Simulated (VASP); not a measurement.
# Mg3Zn2O5 in VASP: a series of runs, part 2 of 2

VASP 6.6.1.

### Step 3. Single point, PBE

The input, INCAR:

```
PREC = Accurate ; ENCUT = 520
EDIFF = 1E-6 ; ISMEAR = 0
SIGMA = 0.1 ; LREAL = F
LASPH = T ; NELM = 100
ALGO = Normal ; ISIF = 2
LWAVE = F ; LCHARG = F
GGA = PE ; NBANDS = 41
```

The input, KPOINTS:

```
regular mesh
0
Gamma
  4 4 4
```

The input, POSCAR:

```
Mg3Zn2O5
1.0
    3.0374641871      0.0001335516     -0.0001220352
   -0.0002632206     -4.2783257501     -0.0001111660
   -1.5182625600      2.1389169664     -7.5689236265
Mg Zn O
3 2 5
Direct
    0.5995078517      0.5995171683      0.1990614017
    0.4004868268      0.4004851620      0.8009378891
    0.0000013684      0.0000017405     -0.0000006853
    0.1995286233      0.1995714028      0.3991855864
    0.8004068872      0.8004181244      0.6008129840
    0.4025910347      0.9025798037      0.8051651516
    0.1975257220      0.6975564287      0.3951131574
    0.0000091995      0.5000019487     -0.0000000242
    0.8025147928      0.3024500314      0.6048890524
    0.5974276935      0.0974181895      0.1948354870
```

Potentials or basis: VASP PAW PBE potentials, release 64 (Mg, Zn, O).

Started as:

```
$ cat potpaw_PBE.64/Mg/POTCAR potpaw_PBE.64/Zn/POTCAR potpaw_PBE.64/O/POTCAR > POTCAR
$ mpirun -np 1 vasp_std > vasp.out
```

OUTCAR:

```text
PREC = Accurate
   ENCUT = 520
   EDIFF = 1E-6
   ISMEAR = 0
   LREAL = F
   LASPH = T
   NELM = 100
   ISIF = 2
   GGA = PE

 ion  position               nearest neighbor table
   1  0.600  0.600  0.199-   7 2.12   7 2.12   8 2.14  10 2.14   8 2.14  10 2.14   2 3.01   3 3.03
                             3 3.03   3 3.03   3 3.03   4 3.03   4 3.03   4 3.03   4 3.03   5 3.04
   2  0.400  0.400  0.801-   9 2.12   9 2.12   8 2.14   6 2.14   8 2.14   6 2.14   1 3.01   3 3.03
                             3 3.03   3 3.03   3 3.03   5 3.03   5 3.03   5 3.03   5 3.03   4 3.04
   3  0.000  0.000  1.000-  10 2.12   6 2.12   6 2.12  10 2.12   8 2.14   8 2.14   4 3.02   5 3.02
                             2 3.03   1 3.03   1 3.03   2 3.03   2 3.03   1 3.03   1 3.03   2 3.03
   4  0.200  0.200  0.399-   7 2.14   7 2.14  10 2.17  10 2.17   9 2.17   9 2.18   3 3.02   1 3.03
                             1 3.03   1 3.03   1 3.03   5 3.03   5 3.04   5 3.04   5 3.04   2 3.04
   5  0.800  0.800  0.601-   9 2.14   9 2.14   6 2.17   6 2.17   7 2.17   7 2.18   3 3.02   2 3.03
                             2 3.03   2 3.03   2 3.03   4 3.03   4 3.04   4 3.04   4 3.04   1 3.04
   6  0.403  0.903  0.805-   3 2.12   3 2.12   2 2.14   2 2.14   5 2.17   5 2.17
   7  0.198  0.698  0.395-   1 2.12   1 2.12   4 2.14   4 2.14   5 2.17   5 2.18
   8  0.000  0.500  1.000-   3 2.14   3 2.14   2 2.14   1 2.14   1 2.14   2 2.14
   9  0.803  0.302  0.605-   2 2.12   2 2.12   5 2.14   5 2.14   4 2.17   4 2.18
  10  0.597  0.097  0.195-   3 2.12   3 2.12   1 2.14   1 2.14   4 2.17   4 2.17

  LATTYP: Found a triclinic cell.
 ALAT       =     8.0108225658
 B/A-ratio  =     0.5340682214
 C/A-ratio  =     0.3791700749
 COS(alpha) =     0.0001054913
 COS(beta)  =     0.1895330639
 COS(gamma) =     0.2671010196

  Lattice vectors:

 A1 = (  -1.5185257806,  -2.1394087837,  -7.5690347925)
 A2 = (  -0.0002632206,  -4.2783257501,  -0.0001111660)
 A3 = (  -3.0374641871,  -0.0001335516,   0.0001220352)

Analysis of symmetry for initial positions (statically):
=====================================================================
 Subroutine PRICEL returns:
 Original cell was already a primitive cell.

 Routine SETGRP: Setting up the symmetry group for a
 triclinic supercell.

 Subroutine GETGRP returns: Found  1 space group operations
 (whereof  1 operations were pure point group operations)
 out of a pool of  2 trial point group operations.

The static configuration has the point symmetry C_1 .

Analysis of symmetry for dynamics (positions and initial velocities):
=====================================================================
 Subroutine PRICEL returns:
 Original cell was already a primitive cell.

 Routine SETGRP: Setting up the symmetry group for a
 triclinic supercell.

 Subroutine GETGRP returns: Found  1 space group operations
 (whereof  1 operations were pure point group operations)
 out of a pool of  2 trial point group operations.

The dynamic configuration has the point symmetry C_1 .

 Subroutine INISYM returns: Found  1 space group operations
 (whereof  1 operations are pure point group operations),
 and found     1 'primitive' translations

----------------------------------------------------------------------------------------

                                     Primitive cell

  volume of cell :      98.3617

  direct lattice vectors                    reciprocal lattice vectors
     3.037464187  0.000133552 -0.000122035     0.329219336 -0.000018539 -0.066043875
    -0.000263221 -4.278325750 -0.000111166     0.000007623 -0.233734577 -0.066053041
    -1.518262560  2.138916966 -7.568923627    -0.000005308  0.000003433 -0.132117147

  length of vectors
[... 87 lines left out ...]
   NGXF,Y,Z  is equivalent  to a cutoff of  26.27, 24.87, 24.90 a.u.
 SYSTEM =  unknown system
   PREC   = accura    normal or accurate (medium, high low for compatibility)
   ISTART =      0    job   : 0-new  1-cont  2-samecut
   ICHARG =      2    charge: 1-file 2-atom 10-const
   ISPIN  =      1    spin polarized calculation?
   LNONCOLLINEAR =      F non collinear calculations
   LSORBIT =      F    spin-orbit coupling
   LASPH  =      T    aspherical Exc in radial PAW
   ENCUT  =  520.0 eV  38.22 Ry    6.18 a.u.   5.65  7.95 14.89*2*pi/ulx,y,z
   NELM   =    100;   NELMIN=  2; NELMDL= -5     # of ELM steps
   EDIFF  = 0.1E-05   stopping-criterion for ELM
   LREAL  =      F    real-space projection
   EDIFFG = 0.1E-04   stopping-criterion for IOM
   NSW    =      0    number of steps for IOM
   IBRION =     -1    ionic relax: 0-MD 1-quasi-New 2-CG
   NFREE  =      0    steps in history (QN), initial steepest desc. (CG)
   ISIF   =      2    stress and relaxation
   ISYM   =      2    0-nonsym 1-usesym 2-fastsym
   POTIM  = 0.5000    time-step for ionic-motion
   TEBEG  =    0.0;   TEEND  =   0.0 temperature during run
   PSTRESS=    0.0 pullay stress
   NELECT =      60.0000    total number of electrons
   NUPDOWN=      -1.0000    fix difference up-down
   EMIN   =  10.00;   EMAX   =-10.00  energy-range for DOS
   EFERMI =   0.00;   METHOD = LEGACY
   ISMEAR =     0;   SIGMA  =   0.10  broadening in eV -4-tet -1-fermi 0-gaus
   EFERMI_NEDOS =   21; number of points for ismear=-14 and -15
   IALGO  =     38    algorithm
   IMIX   =      4    mixing-type and parameters
     AMIX     =   0.40;   BMIX     =  1.00
     AMIX_MAG =   1.60;   BMIX_MAG =  1.00
  volume/ion in A,a.u.               =       9.84        66.38
  Fermi-wavevector in a.u.,A,eV,Ry     =   1.388407  2.623708 26.227578  1.927673
  Thomas-Fermi vector in A             =   2.512536
   LORBIT       =      0    0 simple, 1 ext, 2 COOP (PROOUT), +10 PAW based schemes
   GGA     = PE    functional components
   LHFCALC =     F    Hartree Fock is set to
   AEXX    =    0.0000 exact exchange contribution
   IVDW    =     0    specifies the selected vdW correction
   LEPSILON=     F    determine dielectric tensor
   LRPA    =     F    only Hartree local field effects (RPA)
 non-spin polarized calculation
 Gauss-broadening in eV      SIGMA  =   0.10
  energy-cutoff  :      520.00
  volume of cell :       98.36
 maximum number of plane-waves:      2668
 NGX is ok and might be reduce to    24

 number of electron      59.9999988 magnetization

 Free energy of the ion-electron system (eV)
  ---------------------------------------------------
  ext. energy  EPLUGINS =         0.00000000
  ---------------------------------------------------
  free energy    TOTEN  =       -53.00886675 eV

  energy without entropy =      -53.00886675  energy(sigma->0) =      -53.00886675

 E-fermi :   3.3557     XC(G=0): -11.4112

 val. band max:        2.8495664935   @ k =  -0.2500   0.5000   0.2500
 cond. band min:       5.3813649673   @ k =   0.0000   0.0000   0.0000
 fundamental gap:      2.5317984738
 Fermi energy:         3.3557164345

 k-point     1 :       0.0000    0.0000    0.0000
  band No.  band energies     occupation
      1     -14.8915      2.00000
      2     -14.0276      2.00000
      3     -13.9738      2.00000
      4     -13.5008      2.00000
      5     -13.2429      2.00000
      6      -2.3504      2.00000
[... 1045 lines left out ...]
     40      14.1800      0.00000
     41      14.4718      0.00000

 [... further k-points ...]

------------------------ aborting loop because EDIFF is reached ----------------------------------------

  FORCE on cell =-STRESS in cart. coord.  units (eV):
  Direction    XX          YY          ZZ          XY          YZ          ZX
  --------------------------------------------------------------------------------------
  -------------------------------------------------------------------------------------
  Total       -0.0183111      0.0055641     -0.0286460     -0.0078830     -0.0029803      0.0030713
  in kB       -0.2982633      0.0906318     -0.4666038     -0.1284040     -0.0485445      0.0500275
  external PRESSURE =      -0.2247451 kB  Pullay stress =       0.0000000 kB

 VOLUME and BASIS-vectors are now :
 -----------------------------------------------------------------------------
  energy-cutoff  :      520.00
  volume of cell :       98.36
      direct lattice vectors                 reciprocal lattice vectors
     3.037464187  0.000133552 -0.000122035     0.329219336 -0.000018539 -0.066043875
    -0.000263221 -4.278325750 -0.000111166     0.000007623 -0.233734577 -0.066053041
    -1.518262560  2.138916966 -7.568923627    -0.000005308  0.000003433 -0.132117147

 POSITION                                       TOTAL-FORCE (eV/Angst)
 -----------------------------------------------------------------------------------
      1.51860     -2.13907     -1.50682         0.000211     -0.000257      0.000634
      0.00032     -0.00021     -6.06233         0.000167      0.000363     -0.000651
     -1.51826      2.13891     -7.56892         0.000122      0.000043      0.000001
     -0.00006      0.00002     -3.02145         0.001235     -0.000012      0.004261
      1.51880     -2.13925     -4.54769        -0.000613     -0.000276     -0.004389
      0.00017     -2.13930     -6.09438         0.000535     -0.000875     -0.057395
     -0.00009     -2.13923     -2.99068         0.000211     -0.000072      0.057586
     -1.51837     -0.00025     -7.56898        -0.000138      0.000085     -0.000047
      1.51915     -0.00007     -4.57849        -0.000854      0.000348     -0.057402
      1.51883      0.00003     -1.47478        -0.000878      0.000653      0.057402
 -----------------------------------------------------------------------------------
    total drift:                               -0.000031      0.000017     -0.000010

  FREE ENERGIE OF THE ION-ELECTRON SYSTEM (eV)
  ---------------------------------------------------
  free  energy   TOTEN  =       -53.0088667545 eV

  energy  without entropy=      -53.0088667545  energy(sigma->0) =      -53.00886675
```

It took 1.9 min on 1 thread of AMD EPYC 9R45 (Zen 5), shared host; peak memory 0.24 GiB.

What came out:

```yaml
Free_energy: -53.0089 eV
Pressure: 0.0 GPa
Largest_force: 0.058 eV/Å
Band_gap_on_the_k_mesh: 2.53 eV (least direct gap 2.77 eV)
```

Forces on the atoms (eV/Å):
```
Mg   0.000  0.000  0.001
Mg   0.000  0.000 -0.001
Mg   0.000  0.000  0.000
Zn   0.001  0.000  0.004
Zn  -0.001  0.000 -0.004
O    0.001 -0.001 -0.057
O    0.000  0.000  0.058
O    0.000  0.000  0.000
O   -0.001  0.000 -0.057
O   -0.001  0.001  0.057
```

Levels at points of the mesh, in eV from the valence-band top:
| k point | band 28 | band 29 | band 30 | band 31 | band 32 | band 33 |
| --- | --- | --- | --- | --- | --- | --- |
| (0.00, 0.00, 0.00) | -0.57 | -0.39 | -0.24 | 2.53 | 5.88 | 6.91 |
| (0.50, 0.00, 0.00) | -1.58 | -0.68 | -0.47 | 5.80 | 6.01 | 8.46 |
| (0.50, 0.00, 0.50) | -1.58 | -0.68 | -0.47 | 5.80 | 6.01 | 8.46 |
| (0.00, 0.50, 0.00) | -0.34 | -0.12 | -0.06 | 5.93 | 5.97 | 6.57 |
| (0.00, 0.50, 0.50) | -0.34 | -0.12 | -0.06 | 5.93 | 5.97 | 6.57 |
| (0.50, 0.50, 0.00) | -0.30 | -0.20 | -0.14 | 6.48 | 7.35 | 8.04 |
| (0.00, 0.00, 0.50) | -0.64 | -0.54 | -0.11 | 3.68 | 4.68 | 6.50 |
| (0.50, 0.50, 0.50) | -0.30 | -0.20 | -0.14 | 6.48 | 7.36 | 8.04 |

Caveat: the k points lie up to 0.53 Å⁻¹ apart.

### Step 4. Single point, PBE

This run uses another cell than the first one, of the same volume but with other edges.

The input, INCAR:

```
PREC     = Accurate       # precision mode
ENCUT    = 520            # plane-wave cutoff, eV
EDIFF    = 1E-6           # SCF threshold, eV
ISMEAR   = 0              # smearing method
SIGMA    = 0.1            # smearing width, eV
LREAL    = F              # projectors in reciprocal space
LASPH    = T              # aspherical terms in the spheres
NELM     = 100            # most SCF steps
ALGO     = Normal         # electronic algorithm
ISIF     = 2              # what is computed and relaxed
LWAVE    = F              # write WAVECAR
LCHARG   = T              # write CHGCAR
GGA      = PE             # functional
LELF     = T              # ELF
LVHAR    = T            
NBANDS   = 41             # bands
```

The input, KPOINTS:

```
Automatic mesh
0
Gamma
  8 8 8
```

The input, POSCAR:

```
Mg3Zn2O5
1.0
   -1.5178358000      2.1409447000      7.5693460000
    1.5178358000     -2.1409447000      7.5693460000
    1.5178358000      2.1409447000     -7.5693460000
Mg Zn O
3 2 5
Direct
    0.4004240000      0.4004240000      0.0000000000
    0.5995760000      0.5995760000      0.0000000000
    0.0000000000      0.0000000000      0.0000000000
    0.8003930000      0.8003930000      0.0000000000
    0.1996070000      0.1996070000      0.0000000000
    0.0974650000      0.5974650000      0.5000000000
    0.3024080000      0.8024080000      0.5000000000
    0.5000000000      0.0000000000      0.5000000000
    0.6975920000      0.1975920000      0.5000000000
    0.9025350000      0.4025350000      0.5000000000
```

Started as:

```
$ cat potpaw_PBE.64/Mg/POTCAR potpaw_PBE.64/Zn/POTCAR potpaw_PBE.64/O/POTCAR > POTCAR
$ mpirun -np 1 vasp_std > vasp.out
```

Wall time 17 min (1 thread of AMD EPYC 9R45 (Zen 5), shared host); peak memory 0.63 GiB.

It converged, with:

- Free energy: -53.0229 eV
- Pressure: -0.1 GPa
- Largest force: 0.059 eV/Å
- Band gap on the k mesh: 2.50 eV (least direct gap 2.77 eV)

Forces on the atoms (eV/Å):
```
Mg   0.000  0.000  0.007
Mg   0.000  0.000 -0.007
Mg   0.000  0.000  0.000
Zn   0.000  0.000  0.003
Zn   0.000  0.000 -0.003
O    0.000  0.000 -0.059
O    0.000  0.000  0.056
O    0.000  0.000  0.000
O    0.000  0.000 -0.056
O    0.000  0.000  0.059
```

Levels at points of the mesh, in eV from the valence-band top:
```csv
k point,band 28,band 29,band 30,band 31,band 32,band 33
"(0.00, 0.00, 0.00)",-0.61,-0.42,-0.28,2.50,5.85,6.87
"(0.50, 0.00, 0.00)",-0.37,-0.15,-0.10,5.89,5.93,6.54
"(0.00, 0.50, 0.00)",-1.62,-0.72,-0.51,5.77,5.98,8.42
"(0.50, 0.50, 0.00)",-0.34,-0.23,-0.17,6.44,7.32,8.00
"(0.50, 0.50, 0.50)",-0.67,-0.57,-0.15,3.65,4.64,6.46
```

### Step 5. The runs side by side

```csv
cell,k mesh,gap on the mesh (eV),pressure (GPa),largest force (eV/Å)
"a = 3.036, b = 4.282, c = 8.011 Å, angles 105.5, 100.9, 90.0°, 10 atoms, atomic positions A",4 × 4 × 4,2.53,-0.1,0.06
"a = 3.037, b = 4.278, c = 8.011 Å, angles 105.5, 100.9, 90.0°, 10 atoms, atomic positions B",4 × 4 × 4,2.53,0.0,0.06
"a = 8.011 Å, angles 158.2, 149.0, 38.2°, 10 atoms, atomic positions A",8 × 8 × 8,2.50,-0.1,0.06
```

Alike in all rows: task single point; level PBE; potentials or basis VASP PAW PBE potentials, release 64 (Mg, Zn, O); no spin polarisation; cutoff (eV) 520; smearing gaussian 0.1 eV.

Caveats: some runs use coarse meshes.

Absolute energies hang on the potentials; compare differences alone.
